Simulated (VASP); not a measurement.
Wanted: the native input for a VASP 6.6.1 run.

```
Task                   : single point
Functional             : LDA
Potentials or basis    : VASP PAW LDA potentials, release 64 (Al, Ni)
Cutoff                 : 520 eV
k mesh                 : 14 × 14 × 14
Occupations            : gaussian, width 0.15 eV
Spin                   : no spin polarisation
Dipole correction      : no
Further INCAR settings : ALGO = Normal; EDIFF = 1e-07; NBANDS = 24
```

The structure of AlNi3 lies in POSCAR:

```
AlNi3
1.0
    0.0000000000      2.7677403110      2.7677403110
    2.7677403110      0.0000000000      2.7677403110
    2.7677403110      2.7677403110      0.0000000000
Al Ni
1 3
Direct
    0.5000000000      0.5000000000      0.5000000000
    0.2500000000      0.2500000000      0.2500000000
    0.0000000000      0.0000000000      0.0000000000
    0.7500000000      0.7500000000      0.7500000000
```

The input as run:

INCAR

```
ALGO = Normal ; EDIFF = 1E-7
ENCUT = 520 ; ISIF = 2
ISMEAR = 0 ; LASPH = T
LCHARG = F ; LREAL = F
LWAVE = F ; NBANDS = 24
NELM = 60 ; PREC = Accurate
SIGMA = 0.15
```

KPOINTS

```
k-points
0
Gamma
  14 14 14
```

Potentials or basis: VASP PAW LDA potentials, release 64 (Al, Ni).

The run is started by

```bash
$ cat potpaw_LDA.64/Al/POTCAR potpaw_LDA.64/Ni/POTCAR > POTCAR
$ mpirun -np 1 vasp_std > vasp.out
```

Results of the run:

The pressure is 0.3 GPa.

Wall time 57 s on 1 thread of Intel(R) Xeon(R) 6975P-C (Granite Rapids), with other jobs on the host, peak memory 0.21 GiB.
